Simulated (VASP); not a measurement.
Wanted: the native input for a VASP 6.6.1 run.

| Item | Value |
| --- | --- |
| Task | single point |
| Functional | PBE |
| Potentials or basis | VASP PAW PBE potentials, release 64 (Cd, Te, Se) |
| Cutoff | 520 eV |
| k mesh | 4 × 4 × 4 |
| Occupations | gaussian, width 0.1 eV |
| Spin | no spin polarisation |
| Dipole correction | no |
| Further INCAR settings | ALGO = Normal; EDIFF = 1e-06; NBANDS = 36 |

The structure of Cd3TeSe2 lies in POSCAR:

```
Cd3TeSe2
1.0
   -2.4499444932      2.4499444932      8.0958230998
    2.4499444932     -2.4499444932      8.0958230998
    2.4499444932      2.4499444932     -8.0958230998
Cd Te Se
3 1 2
Direct
    0.6771416446      0.6771416446      0.0000000000
    0.3228583554      0.3228583554      0.0000000000
    0.0000000000      0.0000000000      0.0000000000
    0.5000000000      0.5000000000      0.0000000000
    0.7500000000      0.2500000000      0.5000000000
    0.2500000000      0.7500000000      0.5000000000
```

The cell was generated, and may not be a known phase.

One way to write it, as run:

INCAR

```
SYSTEM = Cd3TeSe2
ALGO     = Normal         ! electronic algorithm
EDIFF    = 1E-6           ! SCF threshold, eV
ENCUT    = 520            ! plane-wave cutoff, eV
GGA      = PE             ! functional
ISIF     = 2              ! what is computed and relaxed
ISMEAR   = 0              ! smearing method
LASPH    = .True.         ! aspherical terms in the spheres
LCHARG   = .True.         ! write CHGCAR
LELF     = .True.         ! ELF
LREAL    = .False.        ! projectors in reciprocal space
LVHAR    = .True.       
LWAVE    = .False.        ! write WAVECAR
NBANDS   = 36             ! bands
NELM     = 100            ! most SCF steps
PREC     = Accurate       ! precision mode
SIGMA    = 0.1            ! smearing width, eV
```

KPOINTS

```
k-points
0
Gamma
  4 4 4
  0 0 0
```

Potentials or basis: VASP PAW PBE potentials, release 64 (Cd, Te, Se).

Launch:

```console
$ cat potpaw_PBE.64/Cd/POTCAR potpaw_PBE.64/Te/POTCAR potpaw_PBE.64/Se/POTCAR > POTCAR
$ mpirun -np 1 vasp_std > vasp.out
```

Results of the run:

| Property | Result |
| --- | --- |
| Pressure | 0.3 GPa |
| Largest force | 0.014 eV/Å |
| Band gap on the k mesh | zero (bands 27 and 28 overlap by 1.15 eV) |

Caveat: spin-orbit coupling is left out, which moves the levels of the heavy elements.

It took 7.1 min on 1 thread of AMD EPYC 9R14 (Zen 4), with other jobs on the host, peak memory 0.64 GiB.
